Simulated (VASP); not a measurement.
# Mn: single point with PBE

The system is Mn.

```
CELL_PARAMETERS angstrom
3.08100 0.00000 0.00000
0.00000 3.08100 0.00000
0.00000 0.00000 3.08100
ATOMIC_POSITIONS crystal
Mn 0.00000 0.00000 0.00000
Mn 0.50000 0.50000 0.50000
```

| Property | Result |
| --- | --- |
| Program | VASP 6.6.1 |
| Task | single point |
| Functional | PBE |
| Potentials or basis | VASP PAW PBE potentials, release 64 (Mn_pv) |
| Cutoff | 520 eV |
| k mesh | 9 × 9 × 9 |
| Occupations | fermi-dirac, width 0.05 eV |
| Spin | collinear spin, antiferromagnetic start |
| Starting moments | [4.0, -4.0] μB |

```json
{
  "Pressure": "-8.8 GPa",
  "Band gap on the k mesh": "zero (filled and empty bands overlap)",
  "Net moment": "0.00 μB per cell",
  "Site moments": "Mn +3.27, -3.27 μB",
  "Valence electrons inside the program's atomic spheres": "Mn 11.54"
}
```

Levels at points of the mesh, in eV from the Fermi level:
Spin up:
| k point | band 9 | band 10 | band 11 | band 12 | band 13 | band 14 | band 15 | band 16 | band 17 | band 18 |
| --- | --- | --- | --- | --- | --- | --- | --- | --- | --- | --- |
| (0.00, 0.00, 0.00) | -4.02 | -2.12 | -2.12 | -2.12 | 0.53 | 0.53 | 1.54 | 1.54 | 1.54 | 7.68 |
Spin down:
```csv
k point,band 10,band 11,band 12,band 13,band 14,band 15,band 16,band 17
"(0.00, 0.00, 0.00)",-2.12,-2.12,-2.12,0.53,0.53,1.54,1.54,1.54
```

It took 38 s on 1 thread of Intel(R) Xeon(R) Platinum 8259CL CPU @ 2.50GHz (Skylake/Cascade Lake) (shared host), peak memory 0.16 GiB.
